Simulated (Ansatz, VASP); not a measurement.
## One calculation of Rb, two programs

POSCAR

```
Rb
1.0
    0.0000000000      3.6143073399      3.6143073399
    3.6143073399      0.0000000000      3.6143073399
    3.6143073399      3.6143073399      0.0000000000
Rb
1
Direct
    0.0000000000      0.0000000000      0.0000000000
```

INCAR.step1

```
  PREC = Accurate
  ENCUT = 400
  EDIFF = 1E-5
  ISMEAR = 0
  SIGMA = 0.05
  LREAL = False
  LASPH = True
  NELM = 120
  ALGO = Normal
  ISIF = 2
  LWAVE = True
  LCHARG = False
  GGA = PE
  NBANDS = 10
  GGA_COMPAT = False
```

The input INCAR.step2:

```
  PREC = Accurate
  ENCUT = 400
  EDIFF = 1E-6
  ISMEAR = 0
  SIGMA = 0.05
  LREAL = False
  LASPH = True
  NELM = 120
  ALGO = Normal
  ISIF = 2
  LWAVE = False
  LCHARG = False
  GGA = PE
  LHFCALC = True
  HFSCREEN = 0.2079
  PRECFOCK = Normal
  ISTART = 1
  NBANDS = 10
  GGA_COMPAT = False
```

KPOINTS

```
regular mesh
0
Gamma
  6 6 6
```

Input for Ansatz:

```yaml
crystal:
  lattice:
    - [0.0, 3.6143073399, 3.6143073399]
    - [3.6143073399, 0.0, 3.6143073399]
    - [3.6143073399, 3.6143073399, 0.0]
  atoms:
    - { symbol: Rb, position: [0.0, 0.0, 0.0] }
basis:
  ecutwfc: 600
  ecutrho_ratio: 5
kpoints:
  mp_grid: { grid: [6, 6, 6] }
hamiltonian:
  xc: hse06
scf:
  occupations: { method: gaussian, width: 0.05 }
output:
  forces: true
  stress: true
  eigenvalues: true
```

Alike in both runs: task single point; functional HSE06; k mesh 6 × 6 × 6; occupations gaussian, width 0.05 eV; no spin polarisation.

```csv
,VASP,Ansatz
version,VASP 6.6.1,Ansatz 0.2.0
potentials or method,"VASP PAW PBE potentials, release 64 (Rb_sv), cutoff 400 eV","scalar-relativistic, plane waves, PAW"
valence electrons in the cell,9,9
```

```csv
,VASP,Ansatz,Ansatz less VASP
gap on the k mesh at the Fermi level (eV),none,none,-
pressure (GPa),0.0,0.0,+0.01
```

A gap of «none» marks a metal or a gap that the smearing closes. The functional is the same, so the differences come from potentials, cutoffs and numerics. Ansatz's warnings: filled band counts differ across k points, stress exchange threshold loose, stress scf threshold loose.
